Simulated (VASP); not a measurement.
Here is a VASP 6.6.1 calculation.

Contents of INCAR:

```
PREC = Accurate ; ENCUT = 910
EDIFF = 1E-6 ; ISMEAR = 0
SIGMA = 0.15 ; LREAL = False
LASPH = True ; NELM = 120
ALGO = Normal ; ISIF = 2
LWAVE = False ; LCHARG = True
GGA = PE ; LELF = True
LVHAR = True ; NBANDS = 16
GGA_COMPAT = False
```

KPOINTS

```
Automatic mesh
0
Gamma
  18 18 16
```

File POSCAR:

```
WC
1.0
    2.9005014360      0.0000000000      0.0000000000
   -1.4502507180      2.5119079273      0.0000000000
    0.0000000000      0.0000000000      2.8290000000
W C
1 1
Direct
    0.0000000000      0.0000000000      0.0000000000
    0.6666666667      0.3333333333      0.5000000000
```

Potentials or basis: VASP PAW PBE potentials, release 64 (W_sv, C_h).

The run is started by

```sh
$ cat potpaw_PBE.64/W_sv/POTCAR potpaw_PBE.64/C_h/POTCAR > POTCAR
$ mpirun -np 1 vasp_std > vasp.out
```

(1) Estimate the pressure.

(2) Predict the band gap on the k mesh.

## Answers

(1) 9.5 GPa.

(2) zero (band 9 reaches 12.15 eV, above the bottom of band 10 at 10.92 eV).

Caveat: the cutoff is under 1.25 times the usual one of these potentials, so pressure, stress and relaxed cells hold a basis-set (Pulay) error; spin-orbit coupling is left out, which moves the levels of the heavy elements.
